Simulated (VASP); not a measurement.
Write the native input for VASP 6.6.1 that does the following.

| Item | Value |
| --- | --- |
| Task | single point |
| Functional | PBE |
| Potentials or basis | VASP PAW PBE potentials, release 64 (Sn_d, Mo_sv) |
| Cutoff | 520 eV |
| k mesh | 6 × 6 × 6 |
| Occupations | gaussian, width 0.1 eV |
| Spin | no spin polarisation |
| Dipole correction | no |
| Further INCAR settings | ALGO = Normal; EDIFF = 1e-06; NBANDS = 28 |

The structure of SnMo2 lies in POSCAR:

```
SnMo2
1.0
    4.6621281255      0.0000000000      0.0000000000
   -2.3310640628      4.0375213925      0.0000000000
    0.0000000000      0.0000000000      2.9636707944
Sn Mo
1 2
Direct
    0.0000000000      0.0000000000      0.0000000000
    0.3333333333      0.6666666667      0.5000000000
    0.6666666667      0.3333333333      0.5000000000
```

One way to write it, as run:

INCAR

```
SYSTEM = SnMo2
  PREC = Accurate
  ENCUT = 520
  EDIFF = 1E-6
  ISMEAR = 0
  SIGMA = 0.1
  LREAL = .False.
  LASPH = .True.
  NELM = 100
  ALGO = Normal
  ISIF = 2
  LWAVE = .False.
  LCHARG = .True.
  GGA = PE
  LELF = .True.
  LVHAR = .True.
  NBANDS = 28
```

KPOINTS

```
Automatic mesh
0
Gamma
  6 6 6
  0 0 0
```

Potentials or basis: VASP PAW PBE potentials, release 64 (Sn_d, Mo_sv).

Run with:

```console
$ cat potpaw_PBE.64/Sn_d/POTCAR potpaw_PBE.64/Mo_sv/POTCAR > POTCAR
$ mpirun -np 1 vasp_std > vasp.out
```

It gave:

- Pressure: -6.6 GPa
- Band gap on the k mesh: zero (bands 21 and 22 overlap by 1.52 eV)

Caveat: the cell stands under tension; spin-orbit coupling is left out, which moves the levels of the heavy elements.

It took 14 s on 1 thread of Intel(R) Xeon(R) 6975P-C (Granite Rapids), with other jobs on the host, peak memory 0.19 GiB.
